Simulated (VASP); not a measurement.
Here is a VASP 6.6.1 calculation.

Contents of POSCAR:

```
MoS2
1.0
    3.1845414560      0.0000000000      0.0000000000
   -1.5922707280      2.7578938003      0.0000000000
    0.0000000000      0.0000000000     21.6705347200
Mo S
2 4
Direct
    0.6666666700      0.3333333300      0.1488397700
    0.3333333300      0.6666666700      0.8511602300
    0.3333333300      0.6666666700      0.2203746100
    0.6666666700      0.3333333300      0.9227490000
    0.3333333300      0.6666666700      0.0772510000
    0.6666666700      0.3333333300      0.7796253900
```

Contents of INCAR.step1:

```
SYSTEM = MoS2
ALGO     = Normal         ! electronic algorithm
EDIFF    = 1E-4           ! SCF threshold, eV
ENCUT    = 520            ! plane-wave cutoff, eV
GGA      = PE             ! functional
ISMEAR   = 0              ! smearing method
ISPIN    = 2              ! spin polarisation
LASPH    = .True.         ! aspherical terms in the spheres
LCHARG   = .False.        ! write CHGCAR
LMAXMIX  = 4              ! l up to which the mixer works
LREAL    = .False.        ! projectors in reciprocal space
LWAVE    = .True.         ! write WAVECAR
MAGMOM   = 1 1 0 0 0 0    ! initial moments
NBANDS   = 39             ! bands
NELM     = 150            ! most SCF steps
PREC     = Accurate       ! precision mode
SIGMA    = 0.1            ! smearing width, eV
```

The input INCAR.step2:

```
SYSTEM = MoS2
ALGO     = Normal         ! electronic algorithm
EDIFF    = 1E-7           ! SCF threshold, eV
ENCUT    = 520            ! plane-wave cutoff, eV
ISIF     = 2              ! what is computed and relaxed
ISMEAR   = 0              ! smearing method
ISPIN    = 2              ! spin polarisation
ISTART   = 1            
LASPH    = .True.         ! aspherical terms in the spheres
LCHARG   = .False.        ! write CHGCAR
LMAXMIX  = 4              ! l up to which the mixer works
LMIXTAU  = .True.       
LORBIT   = 11             ! projections on sites
LREAL    = .False.        ! projectors in reciprocal space
LWAVE    = .False.        ! write WAVECAR
MAGMOM   = 1 1 0 0 0 0    ! initial moments
METAGGA  = R2SCAN         ! meta-GGA
NBANDS   = 39             ! bands
NELM     = 150            ! most SCF steps
PREC     = Accurate       ! precision mode
SIGMA    = 0.1            ! smearing width, eV
```

The input KPOINTS:

```
k-points
0
Gamma
  6 6 1
  0 0 0
```

Potentials or basis: VASP PAW PBE potentials, release 64 (Mo_sv, S).

Run with:

```bash
$ cat potpaw_PBE.64/Mo_sv/POTCAR potpaw_PBE.64/S/POTCAR > POTCAR
$ cp INCAR.step1 INCAR
$ mpirun -np 1 vasp_std > vasp.out
$ cp INCAR.step2 INCAR
$ mpirun -np 1 vasp_std > vasp.out
```

(1) Estimate the band gap on the k mesh.

(2) Estimate the largest force.

Answers

(1) 1.34 eV, indirect (least direct gap 1.75 eV).

(2) 0.042 eV/Å.

Caveat: the PAW data sets were made with another functional, which shifts forces and pressure a little.
